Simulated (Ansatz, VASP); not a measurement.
**Two plane-wave programs on YB3N4**

```
B N Y
1.0
     4.80160   -1.35843    0.63533
     4.80160    1.35843    0.63533
    -1.58113    0.00000    5.08661
B N Y
3 4 1
Direct
  0.94953 0.94953 0.16908
  0.26412 0.26412 0.94222
  0.52064 0.52064 0.84322
  0.80041 0.80041 0.10305
  0.10668 0.10668 0.79190
  0.36660 0.36660 0.73162
  0.52184 0.52184 0.16836
  0.72018 0.72018 0.50053
```

Alike in both runs: task single point; functional r2SCAN; k mesh 10 × 10 × 6; occupations fermi-dirac, width 0.02 eV; no spin polarisation.

```csv
,VASP,Ansatz
version,VASP 6.6.1,Ansatz 0.2.0
potentials or method,"VASP PAW PBE potentials, release 64 (B, N, Y_sv)","plane waves, PAW"
plane-wave cutoff (eV),520,500
valence electrons in the cell,40,40
```

|  | VASP | Ansatz | Ansatz less VASP |
| --- | --- | --- | --- |
| pressure (GPa) | 0.5 | 0.0 | -0.50 |
| rms of the force components (eV/Å) | 0.019 | 0.001 | -0.0177 |

VASP's potentials were made for PBE, not for r2SCAN.
